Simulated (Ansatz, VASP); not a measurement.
## CuO in VASP and in Ansatz

Contents of INCAR:

```
SYSTEM = CuO
  PREC = Accurate
  ENCUT = 700
  EDIFF = 1E-6
  ISMEAR = -1
  SIGMA = 0.05
  LREAL = .False.
  LASPH = .True.
  NELM = 120
  ALGO = Normal
  ISIF = 2
  LWAVE = .False.
  LCHARG = .False.
  GGA = PS
  NBANDS = 33
  GGA_COMPAT = .False.
```

The input KPOINTS:

```
regular mesh
0
Gamma
  8 8 5
  0 0 0
```

The input POSCAR:

```
CuO
1.0
    2.3915430000     -1.7476680000      0.0000000000
    2.3915430000      1.7476680000      0.0000000000
   -0.8777654423      0.0000000000      5.0594363927
Cu O
2 2
Direct
    0.4968000000      0.0032000000      0.5000000000
    0.0032000000      0.4968000000      0.0000000000
    0.4056000000      0.5714000000      0.7537000000
    0.5714000000      0.4056000000      0.2537000000
```

File input.yaml:

```yaml
crystal:
  lattice:
    - [2.391543, -1.747668, 0.0]
    - [2.391543, 1.747668, 0.0]
    - [-0.8777654423, 0.0, 5.0594363927]
  atoms:
    - { symbol: Cu, position: [0.4968, 0.0032, 0.5] }
    - { symbol: Cu, position: [0.0032, 0.4968, 0.0] }
    - { symbol: O, position: [0.4056, 0.5714, 0.7537] }
    - { symbol: O, position: [0.5714, 0.4056, 0.2537] }
hamiltonian:
  xc: pbesol
  pseudopotentials: { kind: paw }
kpoints:
  mp_grid: { grid: [8, 8, 5] }
  band_path:
    path:
      - [[0.0, 0.0, 0.0], [-0.5, -0.5, 0.0], [-0.5259541174, -0.5259541174, 0.3260114521], [-0.5, -0.5, 0.5], [-0.6343723365, -0.3656276635, 0.5]]
      - [[-0.3656276635, 0.3656276635, 0.5], [0.0, 0.0, 0.5], [-0.4740458826, -0.4740458826, 0.6739885479]]
      - [[-0.5, -0.5, 0.0], [-0.6124753739, -0.3875246261, 0.0]]
      - [[-0.3875246261, 0.3875246261, 0.0], [0.0, 0.0, 0.0], [-0.5, 0.0, 0.0]]
      - [[-0.5, 0.0, 0.5], [0.0, 0.0, 0.0]]
    npoints: 14
scf:
  occupations: { method: fermi_dirac, width: 0.05 }
  n_extra_bands: 10
output:
  forces: true
  stress: true
  eigenvalues: true
  fatbands: false
```

Alike in both runs: functional PBEsol; k mesh 8 × 8 × 5; occupations fermi-dirac, width 0.05 eV; no spin polarisation.

|  | VASP | Ansatz |
| --- | --- | --- |
| version | VASP 6.6.1 | Ansatz 0.2.0 |
| potentials or method | VASP PAW PBE potentials, release 64 (Cu_sv_GW, O) | Ansatz PAW |
| plane-wave cutoff (eV) | 700 | 420 |
| valence electrons in the cell | 50 | 50 |
| task | single point | band structure |

|  | VASP | Ansatz | Ansatz less VASP |
| --- | --- | --- | --- |
| gap on the k mesh at the Fermi level (eV) | none | none | - |
| pressure (GPa) | -11.1 | -8.4 | +2.73 |
| traceless stress, the component that is largest in VASP (GPa) | 3.00 | 3.02 | +0.024 |
| rms of the force components (eV/Å) | 0.399 | 0.394 | -0.0044 |

VASP's potentials were made for PBE, not for PBEsol. Atom by atom the forces differ by 0.007 eV/Å (rms over components). A gap of «none» marks a metal or a gap that the smearing closes. The functional is the same, so the differences come from potentials, cutoffs and numerics.
